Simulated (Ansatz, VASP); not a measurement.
This is a calculation of Rh for VASP 6.6.1.

File INCAR:

```
  ALGO = Fast
  EDIFF = 1E-6
  ENCUT = 520
  GGA = PS
  ISIF = 2
  ISMEAR = -1
  LASPH = T
  LCHARG = F
  LREAL = F
  LWAVE = F
  NBANDS = 38
  NELM = 60
  PREC = Accurate
  SIGMA = 0.05
```

Contents of KPOINTS:

```
k-points
0
Gamma
  11 11 3
```

File POSCAR:

```
Rh
1.0
    2.6917446234      0.0000000000      0.0000000000
   -1.3458723117      2.3311192244      0.0000000000
    0.0000000000      0.0000000000      8.7980701300
Rh
4
Direct
    0.6666666667      0.3333333333      0.7500000000
    0.0000000000      0.0000000000      0.5000000000
    0.3333333333      0.6666666667      0.2500000000
    0.0000000000      0.0000000000      0.0000000000
```

Potentials or basis: VASP PAW PBE potentials, release 64 (Rh_pv).

Command:

```console
$ cat potpaw_PBE.64/Rh_pv/POTCAR > POTCAR
$ mpirun -np 1 vasp_std > vasp.out
```

Problem. Set up the same calculation for Ansatz 0.2.0. Potentials there: Ansatz PAW.

Solution. As run (the cutoff follows the program's own potentials):

input.yaml

```yaml
crystal:
  lattice:
    - [2.6917446234, 0.0, 0.0]
    - [-1.3458723117, 2.3311192244, 0.0]
    - [0.0, 0.0, 8.79807013]
  atoms:
    - { symbol: Rh, position: [0.6666666667, 0.3333333333, 0.75] }
    - { symbol: Rh, position: [0.0, 0.0, 0.5] }
    - { symbol: Rh, position: [0.3333333333, 0.6666666667, 0.25] }
    - { symbol: Rh, position: [0.0, 0.0, 0.0] }
hamiltonian:
  xc: pbesol
  pseudopotentials: { kind: paw }
kpoints:
  mp_grid: { grid: [11, 11, 3] }
scf:
  occupations: { method: fermi_dirac, width: 0.05 }
output:
  forces: true
  stress: true
  eigenvalues: true
```

Potentials or basis: Ansatz PAW.

Launch:

```bash
$ ansatz run input.yaml --threads 1 --pin off --max-ram 3584MiB --backend cpu --events-out ev --progress --plain --runs-dir out
```

Both were run:

|  | VASP | Ansatz | Ansatz less VASP |
| --- | --- | --- | --- |
| gap on the k mesh at the Fermi level (eV) | none | none | - |
| pressure (GPa) | -5.5 | -5.5 | 0.00 |
| traceless stress, the component that is largest in VASP (GPa) | -1.13 | -1.13 | +0.003 |

VASP's potentials were made for PBE, not for PBEsol. A gap of «none» marks a metal or a gap that the smearing closes. VASP's potentials hold 60 valence electrons a cell and Ansatz's 68, so a difference there can come from the potentials and not from the codes.
